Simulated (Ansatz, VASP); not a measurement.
One calculation of W, two programs

The input INCAR:

```
PREC = Accurate
ENCUT = 500
EDIFF = 1E-6
ISMEAR = 0
SIGMA = 0.15
LREAL = F
LASPH = T
NELM = 120
ALGO = Normal
ISIF = 2
LWAVE = F
LCHARG = F
GGA = PS
NBANDS = 13
GGA_COMPAT = F
```

KPOINTS

```
regular mesh
0
Gamma
  20 20 20
```

File POSCAR:

```
W
1.0
    0.0000000000      1.9991269217      2.1990396139
    1.9991269217      0.0000000000      2.1990396139
    1.9991269217      1.9991269217      0.0000000000
W
1
Direct
    0.0000000000      0.0000000000      0.0000000000
```

Input for Ansatz:

```yaml
crystal:
  lattice:
    - [0.0, 1.9991269217, 2.1990396139]
    - [1.9991269217, 0.0, 2.1990396139]
    - [1.9991269217, 1.9991269217, 0.0]
  atoms:
    - { symbol: W, position: [0.0, 0.0, 0.0] }
basis:
  ecutwfc: 420
kpoints:
  mp_grid: { grid: [20, 20, 20] }
hamiltonian:
  xc: pbesol
  pseudopotentials: { kind: paw, azcp: { folder: soft_1 } }
scf:
  occupations: { method: gaussian, width: 0.15 }
output:
  forces: true
  stress: true
  eigenvalues: true
```

Change from the starting cell: engineering shear strain xz +0.0000, normal strain along z +0.1000.

Alike in both runs: task single point; functional PBEsol; k mesh 20 × 20 × 20; occupations gaussian, width 0.15 eV; no spin polarisation.

|  | VASP | Ansatz |
| --- | --- | --- |
| version | VASP 6.6.1 | Ansatz 0.2.0 |
| potentials or method | VASP PAW PBE potentials, release 64 (W_sv), cutoff 500 eV | scalar-relativistic, plane waves, PAW |
| valence electrons in the cell | 14 | 14 |

VASP gave:

```
gap on the k mesh at the Fermi level (eV)                     : none
pressure (GPa)                                                : -23.5
traceless stress, the component that is largest in VASP (GPa) : 7.71
```

Problem. What did Ansatz give for the same quantities?

Solution. gap on the k mesh at the Fermi level (eV): none; pressure (GPa): -23.7; traceless stress, the component that is largest in VASP (GPa): 7.70.

VASP's potentials were made for PBE, not for PBEsol, and Ansatz warns of the same on its side. A gap of «none» marks a metal or a gap that the smearing closes.

Neither program's run includes spin-orbit coupling.
